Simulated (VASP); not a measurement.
# K2S (Fm-3m) in VASP: single point with r2SCAN

Aim: the single point of K2S with r2SCAN.

Everything below comes from runs of VASP 6.6.1. Logs are shortened: lines on timing, memory, paths and dates and some standing lists are left out, and cuts for length are marked.

## 1. The cell of the first run

The structure is cubic, space group Fm-3m (No. 225). The conventional cell has a = 7.391 Å, b = 7.391 Å, c = 7.391 Å, α = 90.00°, β = 90.00°, γ = 90.00°. Within 4.2 Å of K (site symmetry -43m) lie 4 S at 3.20 Å and 6 K at 3.70 Å. Within 4.2 Å of S (site symmetry m-3m) lie 8 K at 3.20 Å.

## 2. Single point, r2SCAN

The input, POSCAR:

```
K2S
1.0
    5.2262260000      0.0000000000      0.0000000000
    2.6131130000      4.5260444819      0.0000000000
    2.6131130000      1.5086814940      4.2671956602
K S
2 1
Direct
    0.2500000000      0.2500000000      0.2500000000
    0.7500000000      0.7500000000      0.7500000000
    0.0000000000      0.0000000000      0.0000000000
```

The input, INCAR.step1:

```
ALGO = Normal
EDIFF = 1E-5
ENCUT = 550
GGA = PE
GGA_COMPAT = False
ISMEAR = 0
LASPH = True
LCHARG = False
LREAL = False
LWAVE = True
NBANDS = 19
NELM = 120
PREC = Accurate
SIGMA = 0.01
```

The input, INCAR.step2:

```
ALGO = Normal
EDIFF = 1E-6
ENCUT = 550
GGA_COMPAT = False
ISIF = 2
ISMEAR = 0
ISTART = 1
LASPH = True
LCHARG = False
LMIXTAU = True
LREAL = False
LWAVE = False
METAGGA = R2SCAN
NBANDS = 19
NELM = 120
PREC = Accurate
SIGMA = 0.01
```

The input, KPOINTS:

```
k-points
0
Gamma
  4 4 4
```

Potentials or basis: VASP PAW PBE potentials, release 64 (K_sv, S).

The run is started by

```sh
cat potpaw_PBE.64/K_sv/POTCAR potpaw_PBE.64/S/POTCAR > POTCAR
cp INCAR.step1 INCAR
mpirun -np 1 vasp_std > vasp.out
cp INCAR.step2 INCAR
mpirun -np 1 vasp_std > vasp.out
```

OUTCAR:

```text
EDIFF = 1E-6
   ENCUT = 550
   ISIF = 2
   ISMEAR = 0
   ISTART = 1
   LASPH = True
   LREAL = False
   METAGGA = R2SCAN
   NELM = 120
   PREC = Accurate

 ion  position               nearest neighbor table
   1  0.250  0.250  0.250-   3 3.20   3 3.20   3 3.20   3 3.20   2 3.70   2 3.70   2 3.70   2 3.70
                             2 3.70   2 3.70
   2  0.750  0.750  0.750-   3 3.20   3 3.20   3 3.20   3 3.20   1 3.70   1 3.70   1 3.70   1 3.70
                             1 3.70   1 3.70
   3  0.000  0.000  0.000-   2 3.20   1 3.20   2 3.20   1 3.20   1 3.20   2 3.20   2 3.20   1 3.20

  LATTYP: Found a face centered cubic cell.
 ALAT       =     7.3909996892

  Lattice vectors:

 A1 = (   5.2262260000,   0.0000000000,   0.0000000000)
 A2 = (   2.6131130000,   4.5260444819,   0.0000000000)
 A3 = (   2.6131130000,   1.5086814940,   4.2671956602)

Analysis of symmetry for initial positions (statically):
=====================================================================
 Subroutine PRICEL returns:
 Original cell was already a primitive cell.

 Routine SETGRP: Setting up the symmetry group for a
 face centered cubic supercell.

 Subroutine GETGRP returns: Found 48 space group operations
 (whereof 48 operations were pure point group operations)
 out of a pool of 48 trial point group operations.

The static configuration has the point symmetry O_h .

Analysis of symmetry for dynamics (positions and initial velocities):
=====================================================================
 Subroutine PRICEL returns:
 Original cell was already a primitive cell.

 Routine SETGRP: Setting up the symmetry group for a
 face centered cubic supercell.

 Subroutine GETGRP returns: Found 48 space group operations
 (whereof 48 operations were pure point group operations)
 out of a pool of 48 trial point group operations.

The dynamic configuration has the point symmetry O_h .

 Subroutine INISYM returns: Found 48 space group operations
 (whereof 48 operations are pure point group operations),
 and found     1 'primitive' translations

----------------------------------------------------------------------------------------

                                     Primitive cell

  volume of cell :     100.9368

  direct lattice vectors                    reciprocal lattice vectors
     5.226226000  0.000000000  0.000000000     0.191342663 -0.110471738 -0.078115315
     2.613113000  4.526044482  0.000000000     0.000000000  0.220943476 -0.078115315
     2.613113000  1.508681494  4.267195660     0.000000000  0.000000000  0.234345945

  length of vectors
     5.226226000  5.226226000  5.226226000     0.234345945  0.234345945  0.234345945

  position of ions in fractional coordinates (direct lattice)
     0.250000000  0.250000000  0.250000000
     0.750000000  0.750000000  0.750000000
     0.000000000  0.000000000  0.000000000

  ion indices of the primitive-cell ions
   primitive index   ion index
                 1           1
                 2           2
                 3           3

----------------------------------------------------------------------------------------

 KPOINTS: k-points

Automatic generation of k-mesh.
 Grid dimensions read from file:
 generate k-points for:    4    4    4

 Generating k-lattice:

  Cartesian coordinates                     Fractional coordinates (reciprocal lattice)
     0.047835666 -0.027617934 -0.019528829     0.250000000  0.000000000  0.000000000
     0.000000000  0.055235869 -0.019528829     0.000000000  0.250000000 -0.000000000
     0.000000000  0.000000000  0.058586486     0.000000000  0.000000000  0.250000000

  Length of vectors
     0.058586486  0.058586486  0.058586486

  Shift w.r.t. Gamma in fractional coordinates (k-lattice)
     0.000000000  0.000000000  0.000000000

 Subroutine IBZKPT returns following result:
 ===========================================

 Found      8 irreducible k-points:

 Following reciprocal coordinates:
            Coordinates               Weight
  0.000000  0.000000  0.000000      1.000000
  0.250000 -0.000000 -0.000000      8.000000
  0.500000 -0.000000 -0.000000      4.000000
  0.250000  0.250000  0.000000      6.000000
  0.500000  0.250000  0.000000     24.000000
 -0.250000  0.250000  0.000000     12.000000
  0.500000  0.500000  0.000000      3.000000
 -0.250000  0.500000  0.250000      6.000000
   k-points           NKPTS =      8   k-points in BZ     NKDIM =      8   number of bands    NBANDS=     19
   number of dos      NEDOS =    301   number of ions     NIONS =      3
   total plane-waves  NPLWV =  64000
   dimension x,y,z NGX =    40 NGY =   40 NGZ =   40
   dimension x,y,z NGXF=    80 NGYF=   80 NGZF=   80
   ions per type =               2   1
   NGX,Y,Z   is equivalent  to a cutoff of  12.72, 12.72, 12.72 a.u.
   NGXF,Y,Z  is equivalent  to a cutoff of  25.45, 25.45, 25.45 a.u.
 SYSTEM =  unknown system
   PREC   = accura    normal or accurate (medium, high low for compatibility)
   ISTART =      1    job   : 0-new  1-cont  2-samecut
   ICHARG =      0    charge: 1-file 2-atom 10-const
   ISPIN  =      1    spin polarized calculation?
   LNONCOLLINEAR =      F non collinear calculations
   LSORBIT =      F    spin-orbit coupling
   LASPH  =      T    aspherical Exc in radial PAW
   ENCUT  =  550.0 eV  40.42 Ry    6.36 a.u.   9.99  9.99  9.99*2*pi/ulx,y,z
   NELM   =    120;   NELMIN=  2; NELMDL=  0     # of ELM steps
   EDIFF  = 0.1E-05   stopping-criterion for ELM
   LREAL  =      F    real-space projection
   EDIFFG = 0.1E-04   stopping-criterion for IOM
   NSW    =      0    number of steps for IOM
   IBRION =     -1    ionic relax: 0-MD 1-quasi-New 2-CG
   NFREE  =      0    steps in history (QN), initial steepest desc. (CG)
   ISIF   =      2    stress and relaxation
   ISYM   =      2    0-nonsym 1-usesym 2-fastsym
   POTIM  = 0.5000    time-step for ionic-motion
   TEBEG  =    0.0;   TEEND  =   0.0 temperature during run
   PSTRESS=    0.0 pullay stress
   NELECT =      24.0000    total number of electrons
   NUPDOWN=      -1.0000    fix difference up-down
   EMIN   =  10.00;   EMAX   =-10.00  energy-range for DOS
   EFERMI =   0.00;   METHOD = LEGACY
   ISMEAR =     0;   SIGMA  =   0.01  broadening in eV -4-tet -1-fermi 0-gaus
   EFERMI_NEDOS =   21; number of points for ismear=-14 and -15
   IALGO  =     38    algorithm
   IMIX   =      4    mixing-type and parameters
     AMIX     =   0.40;   BMIX     =  1.00
     AMIX_MAG =   1.60;   BMIX_MAG =  1.00
  volume/ion in A,a.u.               =      33.65       227.05
  Fermi-wavevector in a.u.,A,eV,Ry     =   1.014212  1.916583 13.995305  1.028626
  Thomas-Fermi vector in A             =   2.147426
   LORBIT       =      0    0 simple, 1 ext, 2 COOP (PROOUT), +10 PAW based schemes
   METAGGA = R2SCAN    functional components
   LHFCALC =     F    Hartree Fock is set to
   AEXX    =    0.0000 exact exchange contribution
   IVDW    =     0    specifies the selected vdW correction
   LEPSILON=     F    determine dielectric tensor
   LRPA    =     F    only Hartree local field effects (RPA)
 non-spin polarized calculation
 Gauss-broadening in eV      SIGMA  =   0.01
  energy-cutoff  :      550.00
  volume of cell :      100.94
 maximum number of plane-waves:      2996
   NGX = 19   NGY = 19   NGZ = 19

 number of electron      23.9999996 magnetization

 Free energy of the ion-electron system (eV)
  ---------------------------------------------------
  ext. energy  EPLUGINS =         0.00000000
  ---------------------------------------------------
  free energy    TOTEN  =       -23.81302782 eV

  energy without entropy =      -23.81302782  energy(sigma->0) =      -23.81302782

 E-fermi :  -0.4841     XC(G=0):  -7.7334

 val. band max:       -0.5888935927   @ k =   0.5000   0.5000   0.0000
 cond. band min:       2.1836553797   @ k =   0.0000   0.0000   0.0000
 fundamental gap:      2.7725489724
 Fermi energy:        -0.4841023878

 k-point     1 :       0.0000    0.0000    0.0000
  band No.  band energies     occupation
      1     -31.0364      2.00000
      2     -30.9546      2.00000
      3     -13.8573      2.00000
      4     -13.8573      2.00000
      5     -13.8572      2.00000
      6     -13.6224      2.00000
[... 11 lines left out ...]
     18       7.4302      0.00000
     19       8.5263      0.00000

 k-point     2 :       0.2500   -0.0000   -0.0000
  band No.  band energies     occupation
      1     -31.0239      2.00000
      2     -30.9661      2.00000
      3     -13.8486      2.00000
      4     -13.8271      2.00000
      5     -13.8271      2.00000
      6     -13.7074      2.00000
[... 11 lines left out ...]
     18       7.7057      0.00000
     19       7.7057      0.00000

 k-point     3 :       0.5000   -0.0000   -0.0000
  band No.  band energies     occupation
      1     -30.9945      2.00000
      2     -30.9944      2.00000
      3     -13.8584      2.00000
      4     -13.7674      2.00000
      5     -13.7534      2.00000
      6     -13.7534      2.00000
[... 11 lines left out ...]
     18       7.6447      0.00000
     19       7.7988      0.00000

 k-point     4 :       0.2500    0.2500    0.0000
  band No.  band energies     occupation
      1     -31.0220      2.00000
      2     -30.9676      2.00000
      3     -13.8888      2.00000
      4     -13.8888      2.00000
      5     -13.8578      2.00000
      6     -13.7084      2.00000
[... 11 lines left out ...]
     18       7.3997      0.00000
     19       7.6683      0.00000

 k-point     5 :       0.5000    0.2500    0.0000
  band No.  band energies     occupation
      1     -31.0038      2.00000
      2     -30.9846      2.00000
      3     -13.9911      2.00000
      4     -13.8808      2.00000
      5     -13.8687      2.00000
      6     -13.6441      2.00000
[... 11 lines left out ...]
     18       7.3868      0.00000
     19       8.1732      0.00000

 k-point     6 :      -0.2500    0.2500    0.0000
  band No.  band energies     occupation
      1     -31.0081      2.00000
      2     -30.9808      2.00000
      3     -13.9581      2.00000
      4     -13.8261      2.00000
      5     -13.7728      2.00000
      6     -13.7416      2.00000
[... 11 lines left out ...]
     18       7.2596      0.00000
     19       8.0611      0.00000

 k-point     7 :       0.5000    0.5000    0.0000
  band No.  band energies     occupation
      1     -31.0075      2.00000
      2     -30.9805      2.00000
      3     -14.0717      2.00000
      4     -13.9198      2.00000
      5     -13.9198      2.00000
      6     -13.5855      2.00000
[... 11 lines left out ...]
     18       7.5598      0.00000
     19       7.8948      0.00000

 k-point     8 :      -0.2500    0.5000    0.2500
  band No.  band energies     occupation
      1     -30.9940      2.00000
      2     -30.9940      2.00000
      3     -14.0468      2.00000
      4     -13.9466      2.00000
      5     -13.7560      2.00000
      6     -13.7560      2.00000
[... 11 lines left out ...]
     18       7.3057      0.00000
     19       7.9888      0.00000

------------------------ aborting loop because EDIFF is reached ----------------------------------------

  FORCE on cell =-STRESS in cart. coord.  units (eV):
  Direction    XX          YY          ZZ          XY          YZ          ZX
  --------------------------------------------------------------------------------------
  -------------------------------------------------------------------------------------
  Total        0.0901325      0.0901325      0.0901325      0.0000000      0.0000000      0.0000000
  in kB        1.4306793      1.4306793      1.4306793      0.0000000      0.0000000      0.0000000
  external PRESSURE =       1.4306793 kB  Pullay stress =       0.0000000 kB

 VOLUME and BASIS-vectors are now :
 -----------------------------------------------------------------------------
  energy-cutoff  :      550.00
  volume of cell :      100.94
      direct lattice vectors                 reciprocal lattice vectors
     5.226226000  0.000000000  0.000000000     0.191342663 -0.110471738 -0.078115315
     2.613113000  4.526044482  0.000000000     0.000000000  0.220943476 -0.078115315
     2.613113000  1.508681494  4.267195660     0.000000000  0.000000000  0.234345945

 POSITION                                       TOTAL-FORCE (eV/Angst)
 -----------------------------------------------------------------------------------
      2.61311      1.50868      1.06680         0.000000     -0.000000      0.000000
      7.83934      4.52604      3.20040        -0.000000      0.000000     -0.000000
      0.00000      0.00000      0.00000        -0.000000      0.000000      0.000000
 -----------------------------------------------------------------------------------
    total drift:                               -0.000000      0.000000     -0.000000

  FREE ENERGIE OF THE ION-ELECTRON SYSTEM (eV)
  ---------------------------------------------------
  free  energy   TOTEN  =       -23.8130278166 eV

  energy  without entropy=      -23.8130278166  energy(sigma->0) =      -23.81302782
```

Wall time 2.7 min (1 thread of AMD EPYC 7R13, shared host); peak memory 0.23 GiB.

What came out:

```yaml
Free_energy: -23.8130 eV
Pressure: 0.1 GPa
Band_gap_on_the_k_mesh: 2.77 eV, indirect (least direct gap 2.97 eV)
```

Levels at points of the mesh, in eV from the valence-band top:
| k point | band 8 | band 9 | band 10 | band 11 | band 12 | band 13 | band 14 | band 15 | band 16 | band 17 |
| --- | --- | --- | --- | --- | --- | --- | --- | --- | --- | --- |
| (0.00, 0.00, 0.00) | -13.03 | -10.05 | -0.20 | -0.20 | -0.20 | 2.77 | 5.95 | 5.95 | 8.02 | 8.02 |
| (0.50, 0.00, 0.00) | -13.15 | -9.84 | -0.60 | -0.07 | -0.07 | 4.96 | 5.64 | 6.26 | 6.26 | 8.23 |
| (0.50, 0.50, 0.00) | -12.97 | -9.79 | -0.72 | 0.00 | 0.00 | 3.71 | 5.91 | 7.21 | 7.21 | 8.15 |

Caveat: the PAW data sets were made with another functional, which shifts forces and pressure a little.
